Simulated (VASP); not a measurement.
Set up this calculation in VASP 6.6.1, as the native input.

```yaml
Task: single point
Functional: r2SCAN
Potentials_or_basis: VASP PAW PBE potentials, release 64 (Si)
Cutoff: 520 eV
k_mesh: 20 × 20 × 20
Occupations: gaussian, width 0.15 eV
Spin: no spin polarisation
Dipole_correction: no
Further_INCAR_settings: ALGO = Normal; EDIFF = 1e-06; NBANDS = 11
```

Crystal: Si.

```
Si
1.0
    -2.33580    2.33580    1.32927
     2.33580   -2.33580    1.32927
     2.33580    2.33580   -1.32927
Si
2
Direct
  0.25000 0.75000 0.50000
  0.50000 0.50000 0.00000
```

This cell differs from its parent crystal: strain -0.015 along x and y, +0.000 along z.

The input as run:

POSCAR

```
Si
1.0
   -2.3358017199      2.3358017199      1.3292653899
    2.3358017199     -2.3358017199      1.3292653899
    2.3358017199      2.3358017199     -1.3292653899
Si
2
Direct
    0.2500000000      0.7500000000      0.5000000000
    0.5000000000      0.5000000000      0.0000000000
```

INCAR.step1

```
PREC = Accurate
ENCUT = 520
ISMEAR = 0
SIGMA = 0.15
LREAL = F
LASPH = T
NELM = 60
NBANDS = 11
GGA = PE
ALGO = Normal
EDIFF = 1E-4
LWAVE = T
LCHARG = F
```

INCAR.step2

```
PREC = Accurate
ENCUT = 520
EDIFF = 1E-6
ISMEAR = 0
SIGMA = 0.15
LREAL = F
LASPH = T
NELM = 60
ALGO = Normal
ISIF = 2
LWAVE = F
LCHARG = F
METAGGA = R2SCAN
LMIXTAU = T
NBANDS = 11
ISTART = 1
```

KPOINTS

```
regular mesh
0
Gamma
  20 20 20
```

Potentials or basis: VASP PAW PBE potentials, release 64 (Si).

Launch:

```sh
$ cat potpaw_PBE.64/Si/POTCAR > POTCAR
$ cp INCAR.step1 INCAR
$ mpirun -np 1 vasp_std > vasp.out
$ cp INCAR.step2 INCAR
$ mpirun -np 1 vasp_std > vasp.out
```

It gave:

```
Pressure               : 6.6 GPa
Band gap on the k mesh : zero (bands 4 and 5 overlap by 7.54 eV)
```

Caveat: the cell differs from its parent crystal (strain -0.015 along x and y, +0.000 along z); the cell stands under pressure; the PAW data sets were made with another functional, which shifts forces and pressure a little.

It took 5.1 min on 1 thread of Intel(R) Xeon(R) 6975P-C (Granite Rapids), on a shared host, peak memory 0.28 GiB.
